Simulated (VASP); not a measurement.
A run of VASP 6.6.1 is set up as follows.

The input INCAR:

```
PREC     = Accurate       # precision mode
ENCUT    = 520            # plane-wave cutoff, eV
EDIFF    = 1E-6           # SCF threshold, eV
ISMEAR   = 0              # smearing method
SIGMA    = 0.15           # smearing width, eV
LREAL    = F              # projectors in reciprocal space
LASPH    = T              # aspherical terms in the spheres
NELM     = 60             # most SCF steps
ALGO     = Fast           # electronic algorithm
ISIF     = 2              # what is computed and relaxed
LWAVE    = F              # write WAVECAR
LCHARG   = T              # write CHGCAR
GGA      = PS             # functional
LELF     = T              # ELF
LVHAR    = T            
NBANDS   = 18             # bands
```

File KPOINTS:

```
Automatic mesh
0
Gamma
  18 18 10
```

The input POSCAR:

```
Au
1.0
    2.8999984104      0.0000000000      0.0000000000
   -1.4499992052      2.5114722944      0.0000000000
    0.0000000000      0.0000000000      4.8800000000
Au
2
Direct
    0.2935160516      0.5870321031      0.7500000000
    0.6666666667      0.3333333333      0.2500000000
```

Potentials or basis: VASP PAW PBE potentials, release 64 (Au).

Run with:

```console
$ cat potpaw_PBE.64/Au/POTCAR > POTCAR
$ mpirun -np 1 vasp_std > vasp.out
```

(1) What does it give for the pressure?

(2) Estimate the largest force.

(3) Estimate the band gap on the k mesh.

Results:

(1) -6.4 GPa.

(2) 0.030 eV/Å.

(3) zero (band 11 reaches 12.50 eV, above the bottom of band 12 at 6.08 eV).

Caveat: the cell differs from its parent crystal (atom 1 (Au) moved by (-0.200, +0.000) A along y and z); the PAW data sets were made with another functional, which shifts forces and pressure a little; spin-orbit coupling is left out, which moves the levels of the heavy elements.
